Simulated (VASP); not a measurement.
# Zn16HS15 (a cell with a defect) in VASP: further runs, part 2 of 2

VASP 6.6.1.

## (3) Single point, PBE

INCAR reads:

```
  PREC = Accurate
  ENCUT = 400
  EDIFF = 1E-6
  ISMEAR = -1
  SIGMA = 0.01
  LREAL = Auto
  LASPH = T
  NELM = 120
  ALGO = Normal
  ISIF = 2
  LWAVE = F
  LCHARG = F
  GGA = PE
  NELECT = 282.0
  NBANDS = 164
  GGA_COMPAT = F
```

KPOINTS reads:

```
Automatic mesh
0
Gamma
  1 1 1
  0.25 0.25 0.25
```

POSCAR reads:

```
Zn16HS15
1.0
   -5.4436607473      5.4436607473     -5.4436607473
    5.4436607473      5.4436607473      5.4436607473
    5.4436607473     -5.4436607473     -5.4436607473
Zn S H
16 15 1
Direct
   -0.0022565491      0.0015884849      0.0015972124
    0.0101835726      0.2600916763      0.7577246900
   -0.0010949717      0.4984396191      0.5007828880
    0.0013528003      0.7462447416      0.2445652165
    0.2575418044      0.0023764983      0.7569329570
    0.2486007033      0.2488972806      0.5007558002
    0.2630014365      0.5130521245      0.2817845042
    0.2508967284      0.7469044315     -0.0000234475
    0.5036495160      0.0544738586      0.5007699208
    0.4963048240      0.2514343188      0.2445549076
    0.4968401386      0.5007874540     -0.0001774899
    0.4818566264      0.7319572759      0.7193946813
    0.7530511314      0.0030300500      0.2436130435
    0.7516785102      0.2476747702      0.0015935768
    0.7523989158      0.5074717173      0.7568668510
    0.8047356317      0.7536126811      0.5007148709
    0.0063428181      0.0068306861      0.7548863785
   -0.0000463638      0.2498283656      0.5006739483
    0.0001852249      0.4995810171      0.2522020752
    0.0037224983      0.7536421402      0.0007428016
    0.2490660409     -0.0028565056      0.5007454678
    0.2495923591      0.2501993926      0.2521729599
    0.2573136274      0.5073290313      0.0205769952
    0.2487662622      0.7481161255      0.7493480747
    0.5027481853      0.0022523397      0.2466329436
    0.5037200640      0.2536816751      0.0006997963
    0.4981434583      0.4988333045      0.7492691392
    0.7374400937     -0.0125943467     -0.0191941555
    0.7568980738      0.2563116806      0.7549014356
    0.7472245483      0.4990263997      0.5007368435
    0.7521766992      0.7526759775      0.2465558606
    0.4323745961      0.6829513398      0.5006815800
```

Potentials or basis: VASP PAW PBE potentials, release 64 (Zn, S, H).

Launch:

```sh
> cat potpaw_PBE.64/Zn/POTCAR potpaw_PBE.64/S/POTCAR potpaw_PBE.64/H/POTCAR > POTCAR
> mpirun -np 1 vasp_std > vasp.out
```

OUTCAR:

```text
PREC = Accurate
   ENCUT = 400
   EDIFF = 1E-6
   ISMEAR = -1
   LREAL = Auto
   LASPH = T
   NELM = 120
   ISIF = 2
   GGA = PE
   NELECT = 282.0

 ion  position               nearest neighbor table
   1  0.998  0.002  0.002-  28 2.35  20 2.35  22 2.36  17 2.37
   2  0.010  0.260  0.758-  18 2.36  17 2.37  29 2.37  23 2.38
   3  0.999  0.498  0.501-  18 2.35  24 2.35  19 2.35  30 2.37
   4  0.001  0.746  0.245-  20 2.33  19 2.35  21 2.37  31 2.38
   5  0.258  0.002  0.757-  26 2.33  24 2.35  21 2.37  17 2.38
   6  0.249  0.249  0.501-  18 2.35  27 2.35  22 2.35  21 2.38
   7  0.263  0.513  0.282-  32 1.81  19 2.35  22 2.35  23 2.43
   8  0.251  0.747  1.000-  23 2.35  20 2.35  24 2.36  25 2.37
   9  0.504  0.054  0.501-  29 2.28  25 2.28  21 2.28
  10  0.496  0.251  0.245-  26 2.33  22 2.35  30 2.37  25 2.38
  11  0.497  0.501  1.000-  23 2.35  26 2.35  27 2.36  31 2.37
  12  0.482  0.732  0.719-  32 1.81  24 2.35  27 2.35  28 2.43
  13  0.753  0.003  0.244-  18 2.36  31 2.37  25 2.37  28 2.38
  14  0.752  0.248  0.002-  28 2.35  26 2.35  19 2.36  29 2.37
  15  0.752  0.507  0.757-  20 2.33  27 2.35  30 2.37  29 2.38
  16  0.805  0.754  0.501-  31 2.28  17 2.28  30 2.28
  17  0.006  0.007  0.755-  16 2.28   2 2.37   1 2.37   5 2.38
  18  1.000  0.250  0.501-   3 2.35   6 2.35   2 2.36  13 2.36
  19  0.000  0.500  0.252-   4 2.35   3 2.35   7 2.35  14 2.36
  20  0.004  0.754  0.001-   4 2.33  15 2.33   1 2.35   8 2.35
  21  0.249  0.997  0.501-   9 2.28   4 2.37   5 2.37   6 2.38
  22  0.250  0.250  0.252-  10 2.35   6 2.35   7 2.35   1 2.36
  23  0.257  0.507  0.021-   8 2.35  11 2.35   2 2.38   7 2.43
  24  0.249  0.748  0.749-   5 2.35   3 2.35  12 2.35   8 2.36
  25  0.503  0.002  0.247-   9 2.28  13 2.37   8 2.37  10 2.38
  26  0.504  0.254  0.001-  10 2.33   5 2.33  14 2.35  11 2.35
  27  0.498  0.499  0.749-  15 2.35   6 2.35  12 2.35  11 2.36
  28  0.737  0.987  0.981-  14 2.35   1 2.35  13 2.38  12 2.43
  29  0.757  0.256  0.755-   9 2.28   2 2.37  14 2.37  15 2.38
  30  0.747  0.499  0.501-  16 2.28  10 2.37  15 2.37   3 2.37
  31  0.752  0.753  0.247-  16 2.28  13 2.37  11 2.37   4 2.38
  32  0.432  0.683  0.501-  12 1.81   7 1.81

  LATTYP: Found a body centered cubic cell.
[... 196 lines left out ...]
   LHFCALC =     F    Hartree Fock is set to
   AEXX    =    0.0000 exact exchange contribution
   IVDW    =     0    specifies the selected vdW correction
   LEPSILON=     F    determine dielectric tensor
   LRPA    =     F    only Hartree local field effects (RPA)
 non-spin polarized calculation
  energy-cutoff  :      400.00
  volume of cell :      645.26
 maximum number of plane-waves:     11800
 NGX is ok and might be reduce to    64
   NGX = 31   NGY = 31   NGZ = 31

 number of electron     281.9999966 magnetization

 Free energy of the ion-electron system (eV)
  ---------------------------------------------------
  ext. energy  EPLUGINS =         0.00000000
  ---------------------------------------------------
  free energy    TOTEN  =      -108.49417941 eV

  energy without entropy =     -108.49417941  energy(sigma->0) =     -108.49417941

 E-fermi :   1.5279     XC(G=0):  -9.3458

 val. band max:        1.2677314244   @ k =   0.2500   0.2500   0.2500
 cond. band min:       4.6222102403   @ k =   0.2500   0.2500   0.2500
 fundamental gap:      3.3544788159
 Fermi energy:         1.5279173990

 k-point     1 :       0.2500    0.2500    0.2500
  band No.  band energies     occupation
      1     -10.9752      2.00000
      2     -10.9540      2.00000
      3     -10.9004      2.00000
      4     -10.7820      2.00000
      5     -10.4103      2.00000
      6     -10.4089      2.00000
[... 145 lines left out ...]
    152       6.0053      0.00000
    153       6.0316      0.00000
 [bands above 153 left out]

------------------------ aborting loop because EDIFF is reached ----------------------------------------

  FORCE on cell =-STRESS in cart. coord.  units (eV):
  Direction    XX          YY          ZZ          XY          YZ          ZX
  --------------------------------------------------------------------------------------
  -------------------------------------------------------------------------------------
  Total       -8.5622479     -6.1440544     -8.5620287     -0.0124044     -0.0059574      3.0274867
  in kB      -21.2600966    -15.2557122    -21.2595524     -0.0308002     -0.0147923      7.5172619
  external PRESSURE =     -19.2584537 kB  Pullay stress =       0.0000000 kB

 VOLUME and BASIS-vectors are now :
 -----------------------------------------------------------------------------
  energy-cutoff  :      400.00
  volume of cell :      645.26
      direct lattice vectors                 reciprocal lattice vectors
    -5.443660747  5.443660747 -5.443660747     0.000000000  0.091849956 -0.091849956
     5.443660747  5.443660747  5.443660747     0.091849956  0.091849956  0.000000000
     5.443660747 -5.443660747 -5.443660747     0.091849956  0.000000000 -0.091849956

 POSITION                                       TOTAL-FORCE (eV/Angst)
 -----------------------------------------------------------------------------------
     -5.41404      5.43133     -5.43142         0.003720     -0.002635     -0.000050
      5.48521     -2.65351     -2.76438         0.002017      0.007525      0.000563
      0.00173      5.42494     -5.45046         0.002490      0.000291      0.003945
      5.38627      2.73834      2.72361        -0.000940      0.002625     -0.002882
      2.73145     -2.70558     -5.50952        -0.002541      0.002459      0.001196
      2.72756     -0.01773     -2.72433        -0.004953     -0.002948     -0.003589
[... 24 lines left out ...]
      1.34488      6.84974     -1.33945        -0.000781     -0.000918      0.005303
      4.08960      3.34592     -1.36149        -0.004249      0.005752     -0.002785
 -----------------------------------------------------------------------------------
    total drift:                                0.004561      0.009154     -0.003871

  FREE ENERGIE OF THE ION-ELECTRON SYSTEM (eV)
  ---------------------------------------------------
  free  energy   TOTEN  =      -108.4941794068 eV

  energy  without entropy=     -108.4941794068  energy(sigma->0) =     -108.49417941
```

OSZICAR:

```text
N       E                     dE             d eps       ncg     rms          rms(c)
DAV:   1     0.242940942385E+04    0.24294E+04   -0.10664E+05   328   0.173E+03
DAV:   2     0.345093320441E+03   -0.20843E+04   -0.20151E+04   328   0.448E+02
DAV:   3    -0.779629308708E+02   -0.42306E+03   -0.40875E+03   364   0.176E+02
DAV:   4    -0.114387548025E+03   -0.36425E+02   -0.36139E+02   368   0.521E+01
DAV:   5    -0.115427651959E+03   -0.10401E+01   -0.10370E+01   368   0.885E+00    0.261E+01
DAV:   6    -0.108233361103E+03    0.71943E+01   -0.13948E+01   480   0.461E+01    0.199E+01
DAV:   7    -0.108920975925E+03   -0.68761E+00   -0.26208E+01   384   0.112E+01    0.894E+00
DAV:   8    -0.108472117294E+03    0.44886E+00   -0.30013E+00   416   0.139E+01    0.383E+00
DAV:   9    -0.108491532878E+03   -0.19416E-01   -0.56676E-01   416   0.661E+00    0.107E+00
DAV:  10    -0.108491023365E+03    0.50951E-03   -0.57550E-02   392   0.304E+00    0.594E-01
DAV:  11    -0.108492612370E+03   -0.15890E-02   -0.14981E-02   384   0.681E-01    0.415E-01
DAV:  12    -0.108494375208E+03   -0.17628E-02   -0.65832E-03   424   0.587E-01    0.123E-01
DAV:  13    -0.108494088739E+03    0.28647E-03   -0.32825E-03   424   0.506E-01    0.485E-02
DAV:  14    -0.108494156559E+03   -0.67820E-04   -0.77925E-04   360   0.185E-01    0.446E-02
DAV:  15    -0.108494173917E+03   -0.17358E-04   -0.84498E-05   376   0.843E-02    0.219E-02
DAV:  16    -0.108494177276E+03   -0.33589E-05   -0.27971E-05   384   0.326E-02    0.103E-02
DAV:  17    -0.108494178410E+03   -0.11343E-05   -0.81283E-06   344   0.280E-02    0.623E-03
DAV:  18    -0.108494179407E+03   -0.99646E-06   -0.26523E-06   256   0.158E-02
   1 F= -.10849418E+03 E0= -.10849418E+03  d E =-.362175E-11
```

stdout:

```text
POSCAR found type information on POSCAR ZnS H
 POSCAR found :  3 types and      32 ions
 scaLAPACK will be used
 LDA part: xc-table for (Slater+PW92), standard interpolation
 POSCAR, INCAR and KPOINTS ok, starting setup
 FFT: planning ... GRIDC
 FFT: planning ... GRID_SOFT
 FFT: planning ... GRID
 WAVECAR not read
 entering main loop
 the old and the new charge density differ
 old charge density:   283.00000 new  282.00000
    0.261E+01
```

Wall time 3.7 min (1 thread of Intel Xeon Platinum 8259CL at 2.50GHz (Skylake/Cascade Lake), shared host); peak memory 0.58 GiB.

Results:

* Free energy: -108.4942 eV
* Largest force: 0.021 eV/Å

Forces on the atoms (eV/Å):
```
Zn   0.004 -0.003  0.000
Zn   0.002  0.008  0.001
Zn   0.002  0.000  0.004
Zn  -0.001  0.003 -0.003
Zn  -0.003  0.002  0.001
Zn  -0.005 -0.003 -0.004
Zn   0.014  0.006 -0.014
Zn  -0.001 -0.002  0.003
Zn  -0.001 -0.003 -0.002
Zn   0.002  0.000  0.000
Zn  -0.001 -0.003  0.001
Zn  -0.012  0.006  0.011
Zn   0.000  0.009  0.000
Zn   0.002 -0.001 -0.003
Zn   0.001  0.002  0.001
Zn   0.004 -0.006  0.002
S    0.005  0.000 -0.001
S    0.001 -0.003  0.002
S   -0.006 -0.005  0.005
S    0.000  0.000  0.002
S    0.004 -0.004  0.004
S   -0.005  0.000  0.006
S   -0.004  0.000  0.000
S    0.004 -0.003 -0.003
S   -0.005 -0.001  0.000
S    0.001  0.001  0.001
S    0.003 -0.002 -0.006
S    0.001  0.001 -0.003
S   -0.001  0.000 -0.004
S   -0.002 -0.005 -0.002
S   -0.001 -0.001  0.005
H   -0.004  0.006 -0.003
```

Caveat: the k points lie up to 0.82 Å⁻¹ apart, too coarse for converged energies, forces and pressures; the cell carries a net charge on a neutralising background, which shifts energy and pressure; the cell is charged against a uniform background, so pressure and absolute levels hang on convention.
